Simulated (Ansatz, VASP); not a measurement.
Ba in VASP and in Ansatz

```
Ba
1.0
     0.00000    3.14980    3.14980
     3.14980    0.00000    3.14980
     3.14980    3.14980    0.00000
Ba
1
Direct
  0.00000 0.00000 0.00000
```

Alike in both runs: task relaxation of cell and atoms; functional PBEsol; k mesh 9 × 9 × 9; occupations fermi-dirac, width 0.1 eV; no spin polarisation.

|  | VASP | Ansatz |
| --- | --- | --- |
| version | VASP 6.6.1 | Ansatz 0.2.0 |
| potentials or method | VASP PAW PBE potentials, release 64 (Ba_sv), cutoff 600 eV | plane waves (420 eV) with PAW, scalar-relativistic |
| valence electrons in the cell | 10 | 10 |

VASP gave:

* relaxed volume (Å³/atom): 59.03
* relaxed length of the cell vector where the two differ most in proportion (Å): 4.371

What did Ansatz give for the same quantities?

Relaxed volume (Å³/atom): 58.50; relaxed length of the cell vector where the two differ most in proportion (Å): 4.357.

VASP's potentials were made for PBE, not for PBEsol, and Ansatz warns of the same on its side.

Neither program's run includes spin-orbit coupling.
